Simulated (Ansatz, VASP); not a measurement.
**Two plane-wave programs on Sc**

POSCAR

```
Sc
1.0
    0.0000000000      2.2705000000      2.2137375000
    2.2705000000      0.0000000000      2.2137375000
    2.2705000000      2.2705000000      0.0000000000
Sc
1
Direct
    0.0000000000      0.0000000000      0.0000000000
```

INCAR.step1

```
  PREC = Accurate
  ENCUT = 520
  ISMEAR = 0
  SIGMA = 0.15
  LREAL = False
  LASPH = True
  NELM = 80
  NBANDS = 12
  GGA = PE
  ALGO = Normal
  EDIFF = 1E-4
  LWAVE = True
  LCHARG = False
```

Contents of INCAR.step2:

```
  PREC = Accurate
  ENCUT = 520
  EDIFF = 1E-6
  ISMEAR = 0
  SIGMA = 0.15
  LREAL = False
  LASPH = True
  NELM = 80
  ALGO = Normal
  ISIF = 2
  LWAVE = False
  LCHARG = False
  METAGGA = R2SCAN
  LMIXTAU = True
  NBANDS = 12
  ISTART = 1
```

The input KPOINTS:

```
Automatic mesh
0
Gamma
  18 18 18
```

Input for Ansatz:

```yaml
crystal:
  lattice:
    - [0.0, 2.2705, 2.2137375]
    - [2.2705, 0.0, 2.2137375]
    - [2.2705, 2.2705, 0.0]
  atoms:
    - { symbol: Sc, position: [0.0, 0.0, 0.0] }
basis:
  ecutwfc: 500
kpoints:
  mp_grid: { grid: [18, 18, 18] }
hamiltonian:
  xc: r2scan
scf:
  occupations: { method: gaussian, width: 0.15 }
output:
  forces: true
  stress: true
  eigenvalues: true
  write_density: true
  write_potential: true
  elf: true
  volumetric_format: npy
```

Change from the starting cell: strain +0.000 along x and y, -0.025 along z, atoms carried along.

Alike in both runs: task single point; functional r2SCAN; k mesh 18 × 18 × 18; occupations gaussian, width 0.15 eV; no spin polarisation.

```csv
,VASP,Ansatz
version,VASP 6.6.1,Ansatz 0.2.0
potentials or method,"VASP PAW PBE potentials, release 64 (Sc_sv), cutoff 520 eV","scalar-relativistic, plane waves, PAW"
valence electrons in the cell,11,11
```

|  | VASP | Ansatz | Ansatz less VASP |
| --- | --- | --- | --- |
| gap on the k mesh at the Fermi level (eV) | none | none | - |
| pressure (GPa) | 6.0 | 5.7 | -0.30 |
| traceless stress, the component that is largest in VASP (GPa) | 0.21 | 0.21 | -0.003 |

VASP's potentials were made for PBE, not for r2SCAN. A gap of «none» marks a metal or a gap that the smearing closes. The functional is the same, so the differences come from potentials, cutoffs and numerics.
